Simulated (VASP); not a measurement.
Runs of VASP 6.6.1 on Al. The structure is that of space group Fm-3m (No. 225), or close to it. The cells are those of the table. 

| task | cell | k mesh | gap on the mesh (eV) | pressure (GPa) | relaxed volume (Å³/atom) |
| --- | --- | --- | --- | --- | --- |
| relaxation of cell and atoms | relaxed from a = 4.050 Å, 4 atoms | 4 × 4 × 4 | none | -0.1 | 16.37 |
| single point | a = 4.021 Å, 4 atoms | 4 × 4 × 4 | none | 0.2 | - |
| single point | a = 4.010 Å, 4 atoms | 5 × 5 × 5 | none | 0.2 | - |
| relaxation of cell and atoms | relaxed from a = 4.021 Å, 4 atoms | 5 × 5 × 5 | none | 0.1 | (a) |

Alike in all rows: level PBEsol; potentials or basis VASP PAW PBE potentials, release 64 (Al); no spin polarisation; cutoff (eV) 500; smearing methfessel-paxton 0.1 eV.

**Question.** Estimate the missing entries.

**Answer.** (a) 16.14.

Caveats: some runs use coarse meshes; the PAW data sets were made with another functional, which shifts forces and pressure a little.

A gap of «none» marks levels without a gap at the run's occupations.
